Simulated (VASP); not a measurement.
# SiGe2 (P6/mmm) in VASP: further runs

Runs on SiGe2. Level: PBE. Tasks: relaxation of cell and atoms.

Everything below comes from runs of VASP 6.6.1. Logs are shortened: lines on timing, memory, paths and dates and some standing lists are left out, and cuts for length are marked.

## 1. The cell of the first run

It takes space group P6/mmm (No. 191, hexagonal). The conventional cell has a = 4.149 Å, b = 4.149 Å, c = 4.426 Å, α = 90.00°, β = 90.00°, γ = 120.00°. Si (site symmetry 6/mmm) has 6 Ge at 2.40 Å within 3.2 Å. Ge (site symmetry -6m2) has 3 Ge at 2.40 Å and 3 Si at 2.40 Å within 3.2 Å.

The cell was built from a structure type or drawn by symmetry, and may not be a known phase.

## 2. Relaxation of cell and atoms, PBE

INCAR

```
PREC = Accurate ; ENCUT = 600
EDIFF = 1E-7 ; ISMEAR = 0
SIGMA = 0.1 ; LREAL = False
LASPH = True ; NELM = 100
ALGO = Normal ; ISIF = 3
LWAVE = False ; LCHARG = False
GGA = PE ; IBRION = 2
NSW = 90 ; EDIFFG = -0.04
```

KPOINTS

```
regular mesh
0
Gamma
  6 6 4
```

POSCAR

```
SiGe2
1.0
    4.1491864800      0.0000000000      0.0000000000
   -2.0745932400      3.5933008900      0.0000000000
    0.0000000000      0.0000000000      4.4255122700
Si Ge
1 2
Direct
    0.0000000000      0.0000000000      0.5000000000
    0.3333333300      0.6666666700      0.5000000000
    0.6666666700      0.3333333300      0.5000000000
```

Potentials or basis: VASP PAW PBE potentials, release 64 (Si, Ge_d).

On the command line:

```console
$ cat potpaw_PBE.64/Si/POTCAR potpaw_PBE.64/Ge_d/POTCAR > POTCAR
$ mpirun -np 1 vasp_std > vasp.out
```

OUTCAR:

```text
PREC = Accurate
   ENCUT = 600
   EDIFF = 1E-7
   ISMEAR = 0
   LREAL = False
   LASPH = True
   NELM = 100
   ISIF = 3
   GGA = PE
   IBRION = 2
   NSW = 90
   EDIFFG = -0.04

 ion  position               nearest neighbor table
   1  0.000  0.000  0.500-   2 2.40   3 2.40   2 2.40   3 2.40   3 2.40   2 2.40
   2  0.333  0.667  0.500-   3 2.40   1 2.40   3 2.40   1 2.40   1 2.40   3 2.40
   3  0.667  0.333  0.500-   2 2.40   1 2.40   2 2.40   1 2.40   1 2.40   2 2.40

  LATTYP: Found a hexagonal cell.
 ALAT       =     4.1491864800
 C/A-ratio  =     1.0665975828

  Lattice vectors:

 A1 = (   4.1491864800,   0.0000000000,   0.0000000000)
 A2 = (  -2.0745932400,   3.5933008900,   0.0000000000)
 A3 = (   0.0000000000,   0.0000000000,   4.4255122700)

Analysis of symmetry for initial positions (statically):
=====================================================================
 Subroutine PRICEL returns:
 Original cell was already a primitive cell.

 Routine SETGRP: Setting up the symmetry group for a
 hexagonal supercell.

 Subroutine GETGRP returns: Found 24 space group operations
 (whereof 24 operations were pure point group operations)
 out of a pool of 24 trial point group operations.

The static configuration has the point symmetry D_6h.

Analysis of symmetry for dynamics (positions and initial velocities):
=====================================================================
 Subroutine PRICEL returns:
 Original cell was already a primitive cell.

 Routine SETGRP: Setting up the symmetry group for a
 hexagonal supercell.

 Subroutine GETGRP returns: Found 24 space group operations
 (whereof 24 operations were pure point group operations)
 out of a pool of 24 trial point group operations.

The dynamic configuration has the point symmetry D_6h.

 Subroutine INISYM returns: Found 24 space group operations
 (whereof 24 operations are pure point group operations),
 and found     1 'primitive' translations

----------------------------------------------------------------------------------------

                                     Primitive cell

  volume of cell :      65.9812

  direct lattice vectors                    reciprocal lattice vectors
     4.149186480  0.000000000  0.000000000     0.241011101  0.139147824  0.000000000
    -2.074593240  3.593300890  0.000000000     0.000000000  0.278295648  0.000000000
     0.000000000  0.000000000  4.425512270     0.000000000  0.000000000  0.225962542

  length of vectors
     4.149186480  4.149186474  4.425512270     0.278295648  0.278295648  0.225962542

  position of ions in fractional coordinates (direct lattice)
     0.000000000  0.000000000  0.500000000
     0.333333330  0.666666670  0.500000000
     0.666666670  0.333333330  0.500000000

  ion indices of the primitive-cell ions
   primitive index   ion index
                 1           1
                 2           2
                 3           3

----------------------------------------------------------------------------------------

 KPOINTS: regular mesh

Automatic generation of k-mesh.
 Grid dimensions read from file:
 generate k-points for:    6    6    4

 Generating k-lattice:

  Cartesian coordinates                     Fractional coordinates (reciprocal lattice)
     0.040168517  0.023191304  0.000000000     0.166666667  0.000000000  0.000000000
     0.000000000  0.046382608  0.000000000     0.000000000  0.166666667  0.000000000
     0.000000000  0.000000000  0.056490635     0.000000000  0.000000000  0.250000000

  Length of vectors
     0.046382608  0.046382608  0.056490635

  Shift w.r.t. Gamma in fractional coordinates (k-lattice)
     0.000000000  0.000000000  0.000000000

 Subroutine IBZKPT returns following result:
 ===========================================

 Found     21 irreducible k-points:

 Following reciprocal coordinates:
            Coordinates               Weight
  0.000000  0.000000  0.000000      1.000000
  0.166667 -0.000000  0.000000      6.000000
  0.333333 -0.000000  0.000000      6.000000
  0.500000 -0.000000  0.000000      3.000000
  0.166667  0.166667  0.000000      6.000000
  0.333333  0.166667  0.000000     12.000000
[... 13 lines left out ...]
  0.333333  0.166667  0.500000     12.000000
  0.333333  0.333333  0.500000      2.000000
   k-points           NKPTS =     21   k-points in BZ     NKDIM =     21   number of bands    NBANDS=     20
   number of dos      NEDOS =    301   number of ions     NIONS =      3
   total plane-waves  NPLWV =  46656
   dimension x,y,z NGX =    36 NGY =   36 NGZ =   36
   dimension x,y,z NGXF=    72 NGYF=   72 NGZF=   72
   ions per type =               1   2
   NGX,Y,Z   is equivalent  to a cutoff of  14.42, 14.42, 13.52 a.u.
   NGXF,Y,Z  is equivalent  to a cutoff of  28.85, 28.85, 27.05 a.u.
 SYSTEM =  unknown system
   PREC   = accura    normal or accurate (medium, high low for compatibility)
   ISTART =      0    job   : 0-new  1-cont  2-samecut
   ICHARG =      2    charge: 1-file 2-atom 10-const
   ISPIN  =      1    spin polarized calculation?
   LNONCOLLINEAR =      F non collinear calculations
   LSORBIT =      F    spin-orbit coupling
   LASPH  =      T    aspherical Exc in radial PAW
   ENCUT  =  600.0 eV  44.10 Ry    6.64 a.u.   8.29  8.29  8.84*2*pi/ulx,y,z
   NELM   =    100;   NELMIN=  2; NELMDL= -5     # of ELM steps
   EDIFF  = 0.1E-06   stopping-criterion for ELM
   LREAL  =      F    real-space projection
   EDIFFG = -.4E-01   stopping-criterion for IOM
   NSW    =     90    number of steps for IOM
   IBRION =      2    ionic relax: 0-MD 1-quasi-New 2-CG
   NFREE  =      1    steps in history (QN), initial steepest desc. (CG)
   ISIF   =      3    stress and relaxation
   ISYM   =      2    0-nonsym 1-usesym 2-fastsym
   POTIM  = 0.5000    time-step for ionic-motion
   TEBEG  =    0.0;   TEEND  =   0.0 temperature during run
   PSTRESS=    0.0 pullay stress
   NELECT =      32.0000    total number of electrons
   NUPDOWN=      -1.0000    fix difference up-down
   EMIN   =  10.00;   EMAX   =-10.00  energy-range for DOS
   EFERMI =   0.00;   METHOD = LEGACY
   ISMEAR =     0;   SIGMA  =   0.10  broadening in eV -4-tet -1-fermi 0-gaus
   EFERMI_NEDOS =   21; number of points for ismear=-14 and -15
   IALGO  =     38    algorithm
   IMIX   =      4    mixing-type and parameters
     AMIX     =   0.40;   BMIX     =  1.00
     AMIX_MAG =   1.60;   BMIX_MAG =  1.00
  volume/ion in A,a.u.               =      21.99       148.42
  Fermi-wavevector in a.u.,A,eV,Ry     =   1.286228  2.430619 22.509257  1.654384
  Thomas-Fermi vector in A             =   2.418315
   LORBIT       =      0    0 simple, 1 ext, 2 COOP (PROOUT), +10 PAW based schemes
   GGA     = PE    functional components
   LHFCALC =     F    Hartree Fock is set to
   AEXX    =    0.0000 exact exchange contribution
   IVDW    =     0    specifies the selected vdW correction
   LEPSILON=     F    determine dielectric tensor
   LRPA    =     F    only Hartree local field effects (RPA)
 conjugate gradient relaxation of ions
 non-spin polarized calculation
 Gauss-broadening in eV      SIGMA  =   0.10
  energy-cutoff  :      600.00
  volume of cell :       65.98
 maximum number of plane-waves:      2226
 NGX is ok and might be reduce to    36
   NGX = 17   NGY = 17   NGZ = 17

--------------------------------------- Ionic step        1  -------------------------------------------

 number of electron      31.9999996 magnetization

 Free energy of the ion-electron system (eV)
  ---------------------------------------------------
  ext. energy  EPLUGINS =         0.00000000
  ---------------------------------------------------
  free energy    TOTEN  =       -10.46968360 eV

  energy without entropy =      -10.46711305  energy(sigma->0) =      -10.46839832

 E-fermi :   5.0910     XC(G=0):  -9.4505

 val. band max:        5.0856771585   @ k =   0.3333   0.3333   0.0000
 cond. band min:       5.3583487905   @ k =   0.3333   0.1667   0.0000
 fundamental gap:      0.2726716320
 Fermi energy:         5.0909951821

 k-point     1 :       0.0000    0.0000    0.0000
  band No.  band energies     occupation
      1     -20.0138      2.00000
      2     -19.9830      2.00000
      3     -19.9830      2.00000
      4     -19.9030      2.00000
      5     -19.9030      2.00000
      6     -19.8692      2.00000
[... 12 lines left out ...]
     19       6.8395      0.00000
[... 563 lines left out ...]
  FREE ENERGIE OF THE ION-ELECTRON SYSTEM (eV)
  ---------------------------------------------------
  free  energy   TOTEN  =       -11.8368401862 eV

  energy  without entropy=      -11.8232178857  energy(sigma->0) =      -11.83002904

 E-fermi :   4.2641     XC(G=0):  -9.3415

 val. band max:        4.2160530596   @ k =   0.3333   0.3333   0.2500
 cond. band min:       4.3429327770   @ k =   0.3333   0.3333   0.5000
 fundamental gap:      0.1268797174
 Fermi energy:         4.2641399473

 k-point     1 :       0.0000    0.0000    0.0000
  band No.  band energies     occupation
      1     -20.7521      2.00000
      2     -20.7473      2.00000
      3     -20.7473      2.00000
      4     -20.7077      2.00000
      5     -20.7077      2.00000
      6     -20.6844      2.00000
[... 12 lines left out ...]
     19       7.0687      0.00000
[... 444 lines left out ...]
      4     -20.7181      2.00000
      5     -20.6796      2.00000
      6     -20.6796      2.00000
[... 12 lines left out ...]
     19       4.8602      0.00000
     20      11.7464      0.00000

[... ionic steps 4 to 37 ...]

--------------------------------------- Ionic step       38  -------------------------------------------

 number of electron      32.0000035 magnetization

------------------------ aborting loop because EDIFF is reached ----------------------------------------

  FORCE on cell =-STRESS in cart. coord.  units (eV):
  Direction    XX          YY          ZZ          XY          YZ          ZX
  --------------------------------------------------------------------------------------
  -------------------------------------------------------------------------------------
  Total        0.4861098      0.4861098      1.4258602     -0.0000000     -0.0000000      0.0000000
  in kB       14.1985047     14.1985047     41.6471362     -0.0000000     -0.0000000      0.0000000
  external PRESSURE =      23.3480485 kB  Pullay stress =       0.0000000 kB
[... 59 lines left out ...]
  energy  without entropy=      -13.5525184351  energy(sigma->0) =      -13.55517199

--------------------------------------- Ionic step       40  -------------------------------------------

 number of electron      32.0000014 magnetization

 Free energy of the ion-electron system (eV)
  ---------------------------------------------------
  ext. energy  EPLUGINS =         0.00000000
  ---------------------------------------------------
  free energy    TOTEN  =       -13.56403067 eV

  energy without entropy =      -13.55970140  energy(sigma->0) =      -13.56186603

 E-fermi :   7.1622     XC(G=0): -10.8590

 val. band max:        7.1140014518   @ k =   0.1667   0.1667   0.5000
 cond. band min:       7.2293138319   @ k =   0.5000  -0.0000   0.2500
 fundamental gap:      0.1153123801
 Fermi energy:         7.1621921184

 k-point     1 :       0.0000    0.0000    0.0000
  band No.  band energies     occupation
      1     -18.2010      2.00000
      2     -18.1715      2.00000
      3     -17.9488      2.00000
      4     -17.9488      2.00000
      5     -17.9201      2.00000
      6     -17.9201      2.00000
[... 12 lines left out ...]
     19      13.1004      0.00000
[... 489 lines left out ...]
  FREE ENERGIE OF THE ION-ELECTRON SYSTEM (eV)
  ---------------------------------------------------
  free  energy   TOTEN  =       -13.5640306675 eV

  energy  without entropy=      -13.5597014015  energy(sigma->0) =      -13.56186603

 reached required accuracy - stopping structural energy minimisation
```

Run time: 5.9 min. Hardware: 1 thread of Intel Xeon 6975P-C (Granite Rapids), shared host; peak memory 0.23 GiB.

What came out:

```
Free energy                           : -13.5640 eV
Relaxed volume                        : 18.77 Å³/atom
Relaxed cell                          : a = 5.132 Å, b = 5.132 Å, c = 2.469 Å, α = 90.00°, β = 90.00°, γ = 120.00°
Space group after relaxing (to 0.1 Å) : P6/mmm (No. 191)
Energy gained by relaxing             : 1031.4 meV/atom
Ionic steps                           : 40
Pressure after relaxing               : 0.1 GPa
Band gap on the k mesh                : zero (bands 16 and 17 overlap by 4.69 eV)
```

Step by step:
```
step  energy change (eV)  largest force (eV/Å)  pressure (GPa)  volume (Å³)
   1              0.0000                0.0000           24.62        65.98
   2             -0.5677                0.0000           -6.32       101.98
   3             -1.3672                0.0000           -1.34        81.64
   4             -1.3718                0.0000           -0.88        80.94
   5             -1.3733                0.0000           -0.37        80.24
   6             -1.3731                0.0000           -0.58        80.54
   7             -1.3785                0.0000           -0.64        79.86
   8             -1.3987                0.0000           -0.54        77.81
   9             -1.4365                0.0000           -0.32        73.71
  10             -1.6629                0.0000            0.04        65.51
  11             -2.5640                0.0000           10.85        49.11
  12             -2.5657                0.0000            9.08        49.97
  13             -2.5663                0.0000            9.15        49.94
  14             -2.5680                0.0000            9.35        49.83
  15             -2.5712                0.0000            9.79        49.61
  16             -2.5773                0.0000           10.87        49.18
  17             -2.5868                0.0000           13.15        48.31
  18             -2.5963                0.0000           13.26        48.25
  19             -2.6177                0.0000           13.55        48.05
  20             -2.6327                0.0000           13.95        47.65
  21             -2.5654                0.0000           18.03        46.77
  22             -2.6306                0.0000           14.68        47.49
  23             -2.6332                0.0000           14.20        47.59
  24             -2.6569                0.0000           13.49        47.85
  25             -2.7214                0.0000           11.47        48.65
  26             -2.8227                0.0000            7.72        50.27
  27             -2.9247                0.0000            1.72        53.62
  28             -2.9337                0.0000            0.00        54.89
  29             -2.9338                0.0000           -0.33        55.12
  30             -2.9365                0.0000           -0.27        55.10
  31             -2.9400                0.0000           -0.12        55.06
  32             -2.9500                0.0000            0.05        54.98
  33             -3.0017                0.0000            0.76        54.79
  34             -3.0666                0.0000            3.50        54.31
  35             -3.0793                0.0000            2.39        54.49
  36             -3.0796                0.0000            2.57        54.46
  37             -3.0826                0.0000            2.41        54.75
  38             -3.0828                0.0000            2.33        54.85
  39             -3.0881                0.0000            1.70        55.24
  40             -3.0943                0.0000            0.06        56.32
```

Final structure:
```
Si Ge
1.0
     5.13221    0.00000    0.00000
    -2.56610    4.44462    0.00000
     0.00000    0.00000    2.46884
Si Ge
1 2
Direct
  0.00000 0.00000 0.50000
  0.33333 0.66667 0.50000
  0.66667 0.33333 0.50000
```

Caveat: a cell axis changed by over 15 % at a fixed basis, so the end point is rough.

(Continued in part 2 of 2.)
